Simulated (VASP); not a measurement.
# TiSe2 (P-3m1) in VASP: single point with PBE

Aim: the single point of TiSe2 with PBE.

Everything below comes from runs of VASP 6.6.1. Logs are shortened: lines on timing, memory, paths and dates and some standing lists are left out, and cuts for length are marked.

**1. The cell of the first run**

The structure is trigonal, space group P-3m1 (No. 164). Conventional cell: a = 3.543 Å, b = 3.543 Å, c = 6.670 Å, α = 90.00°, β = 90.00°, γ = 120.00°. Ti (site symmetry -3m) has 6 Se at 2.56 Å within 3.4 Å. Within 3.4 Å of Se (site symmetry 3m) lie 3 Ti at 2.56 Å.

**2. Single point, PBE, non-collinear spin, zero start, spin-orbit coupling**

POSCAR

```
TiSe2
1.0
    3.5431360632      0.0000000000      0.0000000000
   -1.7715680316      3.0684458398      0.0000000000
    0.0000000000      0.0000000000      6.6702112453
Ti Se
1 2
Direct
    0.0000000000      0.0000000000      0.0000000000
    0.3333333333      0.6666666667      0.2318608152
    0.6666666667      0.3333333333      0.7681391848
```

INCAR.step1

```
SYSTEM = TiSe2
  PREC = Accurate
  ENCUT = 400
  EDIFF = 1E-6
  ISMEAR = 0
  SIGMA = 0.05
  LREAL = .FALSE.
  LASPH = .TRUE.
  NELM = 200
  ALGO = Normal
  ISIF = 2
  LWAVE = .FALSE.
  LCHARG = .TRUE.
  MAGMOM = 0 0 0 0 0 0 0 0 0
  LSORBIT = .TRUE.
  GGA_COMPAT = .FALSE.
  LORBMOM = .TRUE.
  LMAXMIX = 4
  GGA = PE
  NBANDS = 37
  NEDOS = 2001
  LORBIT = 11
```

KPOINTS.step1

```
Automatic mesh
0
G
  12 12 6
  0 0 0
```

INCAR.step2

```
SYSTEM = TiSe2
  PREC = Accurate
  ENCUT = 400
  EDIFF = 1E-6
  ISMEAR = -5
  SIGMA = 0.05
  LREAL = .FALSE.
  LASPH = .TRUE.
  NELM = 200
  ALGO = Normal
  ISIF = 2
  LWAVE = .FALSE.
  LCHARG = .FALSE.
  MAGMOM = 0 0 0 0 0 0 0 0 0
  LORBIT = 11
  LSORBIT = .TRUE.
  GGA_COMPAT = .FALSE.
  LORBMOM = .TRUE.
  LMAXMIX = 4
  GGA = PE
  NEDOS = 2001
  ICHARG = 11
```

KPOINTS.step2

```
Automatic mesh
0
G
  18 18 9
  0 0 0
```

Potentials or basis: VASP PAW PBE potentials, release 64 (Ti_sv, Se).

Launch:

```bash
$ cat potpaw_PBE.64/Ti_sv/POTCAR potpaw_PBE.64/Se/POTCAR > POTCAR
$ cp INCAR.step1 INCAR
$ cp KPOINTS.step1 KPOINTS
$ mpirun -np 1 vasp_ncl > vasp.out
$ cp INCAR.step2 INCAR
$ cp KPOINTS.step2 KPOINTS
$ mpirun -np 1 vasp_ncl > vasp.out
```

OUTCAR:

```text
SYSTEM = TiSe2
   PREC = Accurate
   ENCUT = 400
   EDIFF = 1E-6
   ISMEAR = -5
   LREAL = .FALSE.
   LASPH = .TRUE.
   NELM = 200
   ISIF = 2
   LORBIT = 11
   LSORBIT = .TRUE.
   GGA = PE
   ICHARG = 11

 ion  position               nearest neighbor table
   1  0.000  0.000  0.000-   2 2.56   3 2.56   3 2.56   2 2.56   3 2.56   2 2.56
   2  0.333  0.667  0.232-   1 2.56   1 2.56   1 2.56
   3  0.667  0.333  0.768-   1 2.56   1 2.56   1 2.56

  LATTYP: Found a hexagonal cell.
 ALAT       =     3.5431360632
 C/A-ratio  =     1.8825727057

  Lattice vectors:

 A1 = (   3.5431360632,   0.0000000000,   0.0000000000)
 A2 = (  -1.7715680316,   3.0684458398,   0.0000000000)
 A3 = (   0.0000000000,   0.0000000000,   6.6702112453)

Analysis of symmetry for initial positions (statically):
=====================================================================
 Subroutine PRICEL returns:
 Original cell was already a primitive cell.

 Routine SETGRP: Setting up the symmetry group for a
 hexagonal supercell.

 Subroutine GETGRP returns: Found 12 space group operations
 (whereof 12 operations were pure point group operations)
 out of a pool of 24 trial point group operations.

The static configuration has the point symmetry D_3d.

Analysis of symmetry for dynamics (positions and initial velocities):
=====================================================================
 Subroutine PRICEL returns:
 Original cell was already a primitive cell.

 Routine SETGRP: Setting up the symmetry group for a
 hexagonal supercell.

 Subroutine GETGRP returns: Found 12 space group operations
 (whereof 12 operations were pure point group operations)
 out of a pool of 24 trial point group operations.

The dynamic configuration has the point symmetry D_3d.

Analysis of structural, dynamic, and magnetic symmetry:
=====================================================================
 Subroutine PRICEL returns:
 Original cell was already a primitive cell.

 Routine SETGRP: Setting up the symmetry group for a
 hexagonal supercell.

 Subroutine GETGRP returns: Found 12 space group operations
 (whereof 12 operations were pure point group operations)
 out of a pool of 24 trial point group operations.

The overall configuration has the point symmetry D_3d.

 Subroutine INISYM returns: Found 12 space group operations
 (whereof 12 operations are pure point group operations),
 and found     1 'primitive' translations

----------------------------------------------------------------------------------------

                                     Primitive cell

  volume of cell :      72.5180

  direct lattice vectors                    reciprocal lattice vectors
     3.543136063  0.000000000  0.000000000     0.282235845  0.162948941  0.000000000
    -1.771568032  3.068445840  0.000000000     0.000000000  0.325897882  0.000000000
     0.000000000  0.000000000  6.670211245     0.000000000  0.000000000  0.149920289

  length of vectors
     3.543136063  3.543136063  6.670211245     0.325897882  0.325897882  0.149920289

  position of ions in fractional coordinates (direct lattice)
     0.000000000  0.000000000  0.000000000
     0.333333333  0.666666667  0.231860815
     0.666666667  0.333333333  0.768139185

  ion indices of the primitive-cell ions
   primitive index   ion index
                 1           1
                 2           2
                 3           3

----------------------------------------------------------------------------------------

 KPOINTS: Automatic mesh

Automatic generation of k-mesh.
 Grid dimensions read from file:
 generate k-points for:   18   18    9

 Generating k-lattice:

  Cartesian coordinates                     Fractional coordinates (reciprocal lattice)
     0.015679769  0.009052719  0.000000000     0.055555556  0.000000000  0.000000000
     0.000000000  0.018105438  0.000000000     0.000000000  0.055555556  0.000000000
     0.000000000  0.000000000  0.016657810     0.000000000  0.000000000  0.111111111

[... 92 lines left out ...]
 maximum number of plane-waves:      2662

 number of electron      24.0000011 magnetization      -0.0000000      0.0000000      0.0000000

 Free energy of the ion-electron system (eV)
  ---------------------------------------------------
  ext. energy  EPLUGINS =         0.00000000
  ---------------------------------------------------
  free energy    TOTEN  =       -18.25104980 eV

  energy without entropy =      -18.25104980  energy(sigma->0) =      -18.25104980

 E-fermi :   3.7457     XC(G=0):  -9.3281

 val. band max:        3.7109348056   @ k =   0.5000   0.0000   0.2222
 cond. band min:       3.7098950516   @ k =   0.4444   0.0000   0.3333
 fundamental gap:     -0.0010397539
 Fermi energy:         3.7456662177

 k-point     1 :       0.0000    0.0000    0.0000
  band No.  band energies     occupation
      1     -53.9469      1.00000
      2     -53.9469      1.00000
      3     -30.6012      1.00000
      4     -30.6012      1.00000
      5     -29.9546      1.00000
      6     -29.9546      1.00000
[... 829 lines left out ...]
     31       6.6208      0.00000
     32       6.6215      0.00000

 [... further k-points ...]

------------------------ aborting loop because EDIFF is reached ----------------------------------------

  FORCE on cell =-STRESS in cart. coord.  units (eV):
  Direction    XX          YY          ZZ          XY          YZ          ZX
  --------------------------------------------------------------------------------------
  -------------------------------------------------------------------------------------
  Total       -0.0365952     -0.0365952     -0.0345231      0.0000000      0.0000000      0.0000000
  in kB       -0.8085159     -0.8085159     -0.7627362      0.0000000      0.0000000      0.0000000
  external PRESSURE =      -0.7932560 kB  Pullay stress =       0.0000000 kB

 VOLUME and BASIS-vectors are now :
 -----------------------------------------------------------------------------
  energy-cutoff  :      400.00
  volume of cell :       72.52
      direct lattice vectors                 reciprocal lattice vectors
     3.543136063  0.000000000  0.000000000     0.282235845  0.162948941  0.000000000
    -1.771568032  3.068445840  0.000000000     0.000000000  0.325897882  0.000000000
     0.000000000  0.000000000  6.670211245     0.000000000  0.000000000  0.149920289

 POSITION                                       TOTAL-FORCE (eV/Angst)
 -----------------------------------------------------------------------------------
      0.00000      0.00000      0.00000        -0.000000      0.000000      0.000000
     -0.00000      2.04563      1.54656        -0.000000     -0.000000      0.021812
      1.77157      1.02282      5.12365         0.000000      0.000000     -0.021812
 -----------------------------------------------------------------------------------
    total drift:                               -0.000000     -0.000000     -0.000000

  FREE ENERGIE OF THE ION-ELECTRON SYSTEM (eV)
  ---------------------------------------------------
  free  energy   TOTEN  =       -18.2510497989 eV

  energy  without entropy=      -18.2510497989  energy(sigma->0) =      -18.25104980

 orbital moment (x)

 # of ion     p       d       tot
 ----------------------------------------
  1         0.000  -0.000  -0.000
  2        -0.000  -0.000  -0.000
  3        -0.000  -0.000  -0.000
 ----------------------------------------
           -0.000  -0.000  -0.000

 orbital moment (y)

 # of ion     p       d       tot
 ----------------------------------------
  1         0.000  -0.000  -0.000
  2        -0.000  -0.000  -0.000
  3        -0.000  -0.000  -0.000
 ----------------------------------------
           -0.000  -0.000  -0.000

 orbital moment (z)

 # of ion     p       d       tot
 ----------------------------------------
  1         0.000   0.000   0.000
  2        -0.000   0.000  -0.000
  3         0.000  -0.000  -0.000
 ----------------------------------------
           -0.000   0.000  -0.000

 Spin-Orbit-Coupling matrix elements

 Ion:    1  E_soc:     -0.0122363
 l=   1
     0.0000000    -0.0017540    -0.0017640
    -0.0017540     0.0000000    -0.0017540
    -0.0017640    -0.0017540     0.0000000
 l=   2
     0.0000000    -0.0000794     0.0000000    -0.0000794    -0.0001396
    -0.0000794     0.0000000    -0.0001286    -0.0001320    -0.0000794
     0.0000000    -0.0001286     0.0000000    -0.0001286     0.0000000
    -0.0000794    -0.0001320    -0.0001286     0.0000000    -0.0000794
    -0.0001396    -0.0000794     0.0000000    -0.0000794     0.0000000
 l=   3
     0.0000000     0.0000000     0.0000000     0.0000000     0.0000000     0.0000000     0.0000000
     0.0000000     0.0000000     0.0000000     0.0000000     0.0000000     0.0000000     0.0000000
     0.0000000     0.0000000     0.0000000     0.0000000     0.0000000     0.0000000     0.0000000
     0.0000000     0.0000000     0.0000000     0.0000000     0.0000000     0.0000000     0.0000000
[... 29 lines left out ...]
 l=   2
     0.0000000    -0.0000001     0.0000000    -0.0000001    -0.0000006
    -0.0000001     0.0000000     0.0000029     0.0000039    -0.0000001
     0.0000000     0.0000029     0.0000000     0.0000029     0.0000000
    -0.0000001     0.0000039     0.0000029     0.0000000    -0.0000001
    -0.0000006    -0.0000001     0.0000000    -0.0000001     0.0000000
 l=   3
     0.0000000     0.0000000     0.0000000     0.0000000     0.0000000     0.0000000     0.0000000
     0.0000000     0.0000000     0.0000000     0.0000000     0.0000000     0.0000000     0.0000000
     0.0000000     0.0000000     0.0000000     0.0000000     0.0000000     0.0000000     0.0000000
     0.0000000     0.0000000     0.0000000     0.0000000     0.0000000     0.0000000     0.0000000
     0.0000000     0.0000000     0.0000000     0.0000000     0.0000000     0.0000000     0.0000000
     0.0000000     0.0000000     0.0000000     0.0000000     0.0000000     0.0000000     0.0000000
     0.0000000     0.0000000     0.0000000     0.0000000     0.0000000     0.0000000     0.0000000

 total charge

# of ion       s       p       d       tot
------------------------------------------
    1        2.178   6.158   1.809  10.145
    2        1.472   2.356   0.032   3.860
    3        1.472   2.356   0.032   3.860
--------------------------------------------------
tot          5.122  10.870   1.873  17.865

 magnetization (x)

# of ion       s       p       d       tot
------------------------------------------
    1        0.000  -0.000   0.000   0.000
    2        0.000   0.000   0.000   0.000
    3        0.000   0.000   0.000   0.000
--------------------------------------------------
tot          0.000  -0.000   0.000   0.000

 magnetization (y)

# of ion       s       p       d       tot
------------------------------------------
    1        0.000   0.000   0.000   0.000
    2       -0.000   0.000   0.000  -0.000
    3        0.000   0.000  -0.000  -0.000
--------------------------------------------------
tot         -0.000   0.000   0.000  -0.000

 magnetization (z)

# of ion       s       p       d       tot
------------------------------------------
    1        0.000   0.000   0.000   0.000
    2        0.000   0.000   0.000   0.000
    3        0.000   0.000   0.000   0.000
--------------------------------------------------
tot          0.000   0.000   0.000   0.000
```

It took 8.8 min on 1 thread of AMD EPYC 9R45 (Zen 5), shared host; peak memory 0.71 GiB.

Results:

| Quantity | Value |
| --- | --- |
| Net moment | 0.00 μB per cell |
| Valence electrons inside the program's atomic spheres | Ti 10.14; Se 3.86 |

Moments on the atoms (μB; x, y, z):
```
Ti  0.00 0.00 0.00
Se  0.00 0.00 0.00
Se  0.00 0.00 0.00
```

Caveat: this functional lacks dispersion, which binds layers or chains, so the pressure and a relaxed spacing across them are unreliable.
